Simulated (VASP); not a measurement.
# Ba (P6/mmm) in VASP: single point with PBEsol

Aim: the single point of Ba with PBEsol.

All numbers are computed with VASP 6.6.1; they aren't measurements. Logs are shortened: lines on timing, memory, paths and dates and some standing lists are left out, and cuts for length are marked.

### 1 The cell of the first run

Symmetry: P6/mmm, No. 191, hexagonal system. The conventional cell has a = 6.410 Å, b = 6.410 Å, c = 4.657 Å, α = 90.00°, β = 90.00°, γ = 120.00°. Ba (site symmetry -6m2) has 5 Ba at 3.70 to 4.66 Å within 4.9 Å.

This isn't the form of Ba at room conditions, which is bcc.

### 2 Single point, PBEsol

INCAR reads:

```
SYSTEM = Ba
  ALGO = Fast
  EDIFF = 1E-7
  ENCUT = 520
  GGA = PS
  ISIF = 2
  ISMEAR = 0
  LASPH = .True.
  LCHARG = .False.
  LREAL = .False.
  LWAVE = .False.
  NBANDS = 17
  NELM = 80
  PREC = Accurate
  SIGMA = 0.15
```

KPOINTS reads:

```
k-points
0
Gamma
  9 9 14
  0 0 0
```

POSCAR reads:

```
Ba
1.0
    6.4102187050      0.0000000000      0.0000000000
   -3.2051093525      5.5514122423      0.0000000000
    0.0000000000      0.0000000000      4.6566288766
Ba
2
Direct
    0.3333333333      0.6666666667      0.5000000000
    0.6666666667      0.3333333333      0.5000000000
```

Potentials or basis: VASP PAW PBE potentials, release 64 (Ba_sv).

Run with:

```sh
$ cat potpaw_PBE.64/Ba_sv/POTCAR > POTCAR
$ mpirun -np 1 vasp_std > vasp.out
```

OUTCAR:

```text
SYSTEM = Ba
   EDIFF = 1E-7
   ENCUT = 520
   GGA = PS
   ISIF = 2
   ISMEAR = 0
   LASPH = .True.
   LREAL = .False.
   NELM = 80
   PREC = Accurate

 ion  position               nearest neighbor table
   1  0.333  0.667  0.500-   2 3.70   2 3.70   2 3.70
   2  0.667  0.333  0.500-   1 3.70   1 3.70   1 3.70

  LATTYP: Found a hexagonal cell.
 ALAT       =     6.4102187050
 C/A-ratio  =     0.7264383777

  Lattice vectors:

 A1 = (   6.4102187050,   0.0000000000,   0.0000000000)
 A2 = (  -3.2051093525,   5.5514122423,   0.0000000000)
 A3 = (   0.0000000000,   0.0000000000,   4.6566288766)

Analysis of symmetry for initial positions (statically):
=====================================================================
 Subroutine PRICEL returns:
 Original cell was already a primitive cell.

 Routine SETGRP: Setting up the symmetry group for a
 hexagonal supercell.

 Subroutine GETGRP returns: Found 24 space group operations
 (whereof 24 operations were pure point group operations)
 out of a pool of 24 trial point group operations.

The static configuration has the point symmetry D_6h.

Analysis of symmetry for dynamics (positions and initial velocities):
=====================================================================
 Subroutine PRICEL returns:
 Original cell was already a primitive cell.

 Routine SETGRP: Setting up the symmetry group for a
 hexagonal supercell.

 Subroutine GETGRP returns: Found 24 space group operations
 (whereof 24 operations were pure point group operations)
 out of a pool of 24 trial point group operations.

The dynamic configuration has the point symmetry D_6h.

 Subroutine INISYM returns: Found 24 space group operations
 (whereof 24 operations are pure point group operations),
 and found     1 'primitive' translations

----------------------------------------------------------------------------------------

                                     Primitive cell

  volume of cell :     165.7097

  direct lattice vectors                    reciprocal lattice vectors
     6.410218705  0.000000000  0.000000000     0.156000918  0.090067172  0.000000000
    -3.205109353  5.551412242  0.000000000     0.000000000  0.180134344  0.000000000
     0.000000000  0.000000000  4.656628877     0.000000000  0.000000000  0.214747627

  length of vectors
     6.410218705  6.410218705  4.656628877     0.180134344  0.180134344  0.214747627

  position of ions in fractional coordinates (direct lattice)
     0.333333333  0.666666667  0.500000000
     0.666666667  0.333333333  0.500000000

  ion indices of the primitive-cell ions
   primitive index   ion index
                 1           1
                 2           2

----------------------------------------------------------------------------------------

 KPOINTS: k-points

Automatic generation of k-mesh.
 Grid dimensions read from file:
 generate k-points for:    9    9   14

 Generating k-lattice:

  Cartesian coordinates                     Fractional coordinates (reciprocal lattice)
     0.017333435  0.010007464  0.000000000     0.111111111 -0.000000000  0.000000000
     0.000000000  0.020014927  0.000000000     0.000000000  0.111111111  0.000000000
     0.000000000  0.000000000  0.015339116     0.000000000  0.000000000  0.071428571

  Length of vectors
     0.020014927  0.020014927  0.015339116

  Shift w.r.t. Gamma in fractional coordinates (k-lattice)
     0.000000000  0.000000000  0.000000000

 Subroutine IBZKPT returns following result:
 ===========================================

 Found     96 irreducible k-points:

 Following reciprocal coordinates:
            Coordinates               Weight
  0.000000  0.000000  0.000000      1.000000
  0.111111 -0.000000  0.000000      6.000000
  0.222222  0.000000  0.000000      6.000000
  0.333333  0.000000  0.000000      6.000000
  0.444444  0.000000  0.000000      6.000000
  0.111111  0.111111  0.000000      6.000000
[... 16 lines left out ...]
  0.333333  0.222222  0.071429     24.000000
  0.333333  0.333333  0.071429      4.000000
 [... further k-points ...]
   k-points           NKPTS =     96   k-points in BZ     NKDIM =     96   number of bands    NBANDS=     17
   number of dos      NEDOS =    301   number of ions     NIONS =      2
   total plane-waves  NPLWV =  82944
   dimension x,y,z NGX =    48 NGY =   48 NGZ =   36
   dimension x,y,z NGXF=    96 NGYF=   96 NGZF=   72
   ions per type =               2
   NGX,Y,Z   is equivalent  to a cutoff of  12.45, 12.45, 12.85 a.u.
   NGXF,Y,Z  is equivalent  to a cutoff of  24.90, 24.90, 25.70 a.u.
 SYSTEM =  Ba
   PREC   = accura    normal or accurate (medium, high low for compatibility)
   ISTART =      0    job   : 0-new  1-cont  2-samecut
   ICHARG =      2    charge: 1-file 2-atom 10-const
   ISPIN  =      1    spin polarized calculation?
   LNONCOLLINEAR =      F non collinear calculations
   LSORBIT =      F    spin-orbit coupling
   LASPH  =      T    aspherical Exc in radial PAW
   ENCUT  =  520.0 eV  38.22 Ry    6.18 a.u.  11.92 11.92  8.66*2*pi/ulx,y,z
   NELM   =     80;   NELMIN=  2; NELMDL= -5     # of ELM steps
   EDIFF  = 0.1E-06   stopping-criterion for ELM
   LREAL  =      F    real-space projection
   EDIFFG = 0.1E-05   stopping-criterion for IOM
   NSW    =      0    number of steps for IOM
   IBRION =     -1    ionic relax: 0-MD 1-quasi-New 2-CG
   NFREE  =      0    steps in history (QN), initial steepest desc. (CG)
   ISIF   =      2    stress and relaxation
   ISYM   =      2    0-nonsym 1-usesym 2-fastsym
   POTIM  = 0.5000    time-step for ionic-motion
   TEBEG  =    0.0;   TEEND  =   0.0 temperature during run
   PSTRESS=    0.0 pullay stress
   NELECT =      20.0000    total number of electrons
   NUPDOWN=      -1.0000    fix difference up-down
   EMIN   =  10.00;   EMAX   =-10.00  energy-range for DOS
   EFERMI =   0.00;   METHOD = LEGACY
   ISMEAR =     0;   SIGMA  =   0.15  broadening in eV -4-tet -1-fermi 0-gaus
   EFERMI_NEDOS =   21; number of points for ismear=-14 and -15
   IALGO  =     68    algorithm
   IMIX   =      4    mixing-type and parameters
     AMIX     =   0.40;   BMIX     =  1.00
     AMIX_MAG =   1.60;   BMIX_MAG =  1.00
  volume/ion in A,a.u.               =      82.85       559.13
  Fermi-wavevector in a.u.,A,eV,Ry     =   0.809038  1.528860  8.905588  0.654542
  Thomas-Fermi vector in A             =   1.917955
   LORBIT       =      0    0 simple, 1 ext, 2 COOP (PROOUT), +10 PAW based schemes
   GGA     = PS    functional components
   LHFCALC =     F    Hartree Fock is set to
   AEXX    =    0.0000 exact exchange contribution
   IVDW    =     0    specifies the selected vdW correction
   LEPSILON=     F    determine dielectric tensor
   LRPA    =     F    only Hartree local field effects (RPA)
 non-spin polarized calculation
 RMM-DIIS sequential band-by-band and
 Gauss-broadening in eV      SIGMA  =   0.15
  energy-cutoff  :      520.00
  volume of cell :      165.71
 maximum number of plane-waves:      4482
 NGX is ok and might be reduce to    48
   NGX = 23   NGY = 23   NGZ = 17

 number of electron      19.9999998 magnetization

 Free energy of the ion-electron system (eV)
  ---------------------------------------------------
  ext. energy  EPLUGINS =         0.00000000
  ---------------------------------------------------
  free energy    TOTEN  =        -2.33346671 eV

  energy without entropy =       -2.25526627  energy(sigma->0) =       -2.29436649

 E-fermi :   0.5114     XC(G=0):  -6.5347

 val. band max:        0.5102138084   @ k =   0.2222   0.1111   0.1429
 cond. band min:       0.5174726349   @ k =   0.3333   0.0000   0.2857
 fundamental gap:      0.0072588265
 Fermi energy:         0.5113996982

 k-point     1 :       0.0000    0.0000    0.0000
  band No.  band energies     occupation
      1     -28.9450      2.00000
      2     -28.7640      2.00000
      3     -14.4575      2.00000
      4     -14.4575      2.00000
      5     -13.9931      2.00000
      6     -13.7867      2.00000
[... 9 lines left out ...]
     16       2.2537      0.00000
     17       2.2537      0.00000

 k-point     2 :       0.1111   -0.0000    0.0000
  band No.  band energies     occupation
      1     -28.9403      2.00000
      2     -28.7689      2.00000
      3     -14.4656      2.00000
      4     -14.4413      2.00000
      5     -13.9877      2.00000
      6     -13.7924      2.00000
[... 9 lines left out ...]
     16       2.2204      0.00000
     17       2.2675      0.00000

 k-point     3 :       0.2222    0.0000    0.0000
  band No.  band energies     occupation
      1     -28.9269      2.00000
      2     -28.7829      2.00000
      3     -14.4853      2.00000
      4     -14.3968      2.00000
      5     -13.9725      2.00000
      6     -13.8083      2.00000
[... 9 lines left out ...]
     16       2.2929      0.00000
     17       2.2988      0.00000

 k-point     4 :       0.3333    0.0000    0.0000
  band No.  band energies     occupation
      1     -28.9075      2.00000
      2     -28.8030      2.00000
      3     -14.5064      2.00000
      4     -14.3364      2.00000
      5     -13.9503      2.00000
      6     -13.8313      2.00000
[... 9 lines left out ...]
     16       2.3257      0.00000
     17       2.5289      0.00000

 k-point     5 :       0.4444    0.0000    0.0000
  band No.  band energies     occupation
      1     -28.8891      2.00000
      2     -28.8219      2.00000
      3     -14.5195      2.00000
      4     -14.2874      2.00000
      5     -13.9293      2.00000
      6     -13.8731      2.00000
[... 9 lines left out ...]
     16       2.3371      0.00000
     17       2.7215      0.00000

 k-point     6 :       0.1111    0.1111    0.0000
  band No.  band energies     occupation
      1     -28.9312      2.00000
      2     -28.7784      2.00000
      3     -14.4811      2.00000
      4     -14.4089      2.00000
      5     -13.9774      2.00000
      6     -13.8032      2.00000
[... 9 lines left out ...]
     16       2.3054      0.00000
     17       2.3152      0.00000

 k-point     7 :       0.2222    0.1111    0.0000
  band No.  band energies     occupation
      1     -28.9146      2.00000
      2     -28.7957      2.00000
      3     -14.5046      2.00000
      4     -14.3498      2.00000
      5     -13.9584      2.00000
      6     -13.8230      2.00000
[... 9 lines left out ...]
     16       2.3722      0.00000
     17       2.4541      0.00000

 k-point     8 :       0.3333    0.1111    0.0000
  band No.  band energies     occupation
      1     -28.8942      2.00000
      2     -28.8167      2.00000
      3     -14.5241      2.00000
      4     -14.2834      2.00000
      5     -13.9352      2.00000
      6     -13.8773      2.00000
[... 9 lines left out ...]
     16       2.4321      0.00000
     17       2.6034      0.00000
[... 203 lines left out ...]
      1     -28.9142      2.00000
      2     -28.7954      2.00000
      3     -14.5036      2.00000
      4     -14.3489      2.00000
      5     -13.9668      2.00000
      6     -13.8302      2.00000
[... 9 lines left out ...]
     16       2.3011      0.00000
     17       2.6173      0.00000

 k-point    20 :       0.3333    0.1111    0.0714
  band No.  band energies     occupation
      1     -28.8938      2.00000
      2     -28.8163      2.00000
      3     -14.5231      2.00000
      4     -14.2825      2.00000
      5     -13.9434      2.00000
      6     -13.8765      2.00000
[... 9 lines left out ...]
     16       2.3654      0.00000
     17       2.8012      0.00000

 k-point    21 :       0.4444    0.1111    0.0714
  band No.  band energies     occupation
      1     -28.8817      2.00000
      2     -28.8287      2.00000
      3     -14.5306      2.00000
      4     -14.2489      2.00000
      5     -13.9297      2.00000
      6     -13.9113      2.00000
[... 9 lines left out ...]
     16       2.3907      0.00000
     17       2.9557      0.00000

 k-point    22 :       0.2222    0.2222    0.0714
  band No.  band energies     occupation
      1     -28.8957      2.00000
      2     -28.8144      2.00000
      3     -14.5288      2.00000
      4     -14.2717      2.00000
      5     -13.9455      2.00000
      6     -13.8877      2.00000
[... 9 lines left out ...]
     16       2.3566      0.00000
     17       2.6821      0.00000

 k-point    23 :       0.3333    0.2222    0.0714
  band No.  band energies     occupation
      1     -28.8759      2.00000
      2     -28.8346      2.00000
      3     -14.5451      2.00000
      4     -14.1918      2.00000
      5     -13.9704      2.00000
      6     -13.9226      2.00000
[... 9 lines left out ...]
     16       2.5110      0.00000
     17       3.0425      0.00000

 k-point    24 :       0.3333    0.3333    0.0714
  band No.  band energies     occupation
      1     -28.8553      2.00000
      2     -28.8553      2.00000
      3     -14.5543      2.00000
      4     -14.0817      2.00000
      5     -14.0817      2.00000
      6     -13.8990      2.00000
[... 9 lines left out ...]
     16       2.7032      0.00000
     17       2.7505      0.00000

 [... further k-points ...]
[... 5 lines left out ...]
  --------------------------------------------------------------------------------------
  -------------------------------------------------------------------------------------
  Total        0.9947097      0.9947097     -2.5690009      0.0000000     -0.0000000      0.0000000
  in kB        9.6174291      9.6174291    -24.8385872      0.0000000     -0.0000000      0.0000000
  external PRESSURE =      -1.8679097 kB  Pullay stress =       0.0000000 kB

 VOLUME and BASIS-vectors are now :
 -----------------------------------------------------------------------------
  energy-cutoff  :      520.00
  volume of cell :      165.71
      direct lattice vectors                 reciprocal lattice vectors
     6.410218705  0.000000000  0.000000000     0.156000918  0.090067172  0.000000000
    -3.205109353  5.551412242  0.000000000     0.000000000  0.180134344  0.000000000
     0.000000000  0.000000000  4.656628877     0.000000000  0.000000000  0.214747627

 POSITION                                       TOTAL-FORCE (eV/Angst)
 -----------------------------------------------------------------------------------
     -0.00000      3.70094      2.32831        -0.000000      0.000000      0.000000
      3.20511      1.85047      2.32831         0.000000      0.000000      0.000000
 -----------------------------------------------------------------------------------
    total drift:                               -0.000000      0.000000     -0.000000

  FREE ENERGIE OF THE ION-ELECTRON SYSTEM (eV)
  ---------------------------------------------------
  free  energy   TOTEN  =        -2.3334667065 eV

  energy  without entropy=       -2.2552662652  energy(sigma->0) =       -2.29436649
```

Run time: 3.5 min. Hardware: 1 thread of AMD EPYC 7R13 (Zen 3), shared host; peak memory 0.39 GiB.

What came out:

| Quantity | Value |
| --- | --- |
| Free energy | -2.3335 eV |
| Pressure | -0.2 GPa |
| Band gap on the k mesh | zero (bands 10 and 11 overlap by 0.97 eV) |

Levels at points of the mesh, in eV from the Fermi level:
| k point | band 8 | band 9 | band 10 | band 11 | band 12 | band 13 |
| --- | --- | --- | --- | --- | --- | --- |
| (0.00, 0.00, 0.00) | -14.20 | -2.24 | 0.01 | 0.92 | 0.92 | 1.15 |
| (0.00, 0.00, 0.50) | -14.19 | -0.91 | 0.16 | 0.16 | 0.30 | 1.44 |

Caveat: the PAW data sets were made with another functional, which shifts forces and pressure a little; spin-orbit coupling is left out, which moves the levels of the heavy elements.
